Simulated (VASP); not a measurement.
Set up this calculation in VASP 6.6.1, as the native input.

| Quantity | Value |
| --- | --- |
| Task | single point |
| Functional | PBEsol |
| Potentials or basis | VASP PAW PBE potentials, release 64 (Ga_d, P) |
| Cutoff | 500 eV |
| k mesh | 10 × 10 × 10 |
| Occupations | gaussian, width 0.01 eV |
| Spin | no spin polarisation |
| Dipole correction | no |
| Further INCAR settings | ALGO = Normal; EDIFF = 1e-06; NBANDS = 16 |

The structure of GaP lies in POSCAR:

```
GaP
1.0
    0.0000000000      2.5296659143      2.5296659143
    2.5296659143      0.0000000000      2.5296659143
    2.5296659143      2.5296659143      0.0000000000
Ga P
1 1
Direct
    0.0000000000      0.0000000000      0.0000000000
    0.2500000000      0.2500000000      0.2500000000
```

The input as run:

INCAR

```
SYSTEM = GaP
PREC     = Accurate       ! precision mode
ENCUT    = 500            ! plane-wave cutoff, eV
EDIFF    = 1E-6           ! SCF threshold, eV
ISMEAR   = 0              ! smearing method
SIGMA    = 0.01           ! smearing width, eV
LREAL    = .False.        ! projectors in reciprocal space
LASPH    = .True.         ! aspherical terms in the spheres
NELM     = 120            ! most SCF steps
ALGO     = Normal         ! electronic algorithm
ISIF     = 2              ! what is computed and relaxed
LWAVE    = .False.        ! write WAVECAR
LCHARG   = .False.        ! write CHGCAR
GGA      = PS             ! functional
NBANDS   = 16             ! bands
GGA_COMPAT= .False.
```

KPOINTS

```
regular mesh
0
Gamma
  10 10 10
  0 0 0
```

Potentials or basis: VASP PAW PBE potentials, release 64 (Ga_d, P).

Launch:

```console
$ cat potpaw_PBE.64/Ga_d/POTCAR potpaw_PBE.64/P/POTCAR > POTCAR
$ mpirun -np 1 vasp_std > vasp.out
```

It gave:

```yaml
Pressure: 29.3 GPa
Band_gap_on_the_k_mesh: 0.96 eV (least direct gap 3.64 eV)
```

Caveat: the cell stands under pressure; the PAW data sets were made with another functional, which shifts forces and pressure a little.

Run time: 54 s on 1 thread of Intel Xeon 8259CL, on a shared host, peak memory 0.17 GiB.
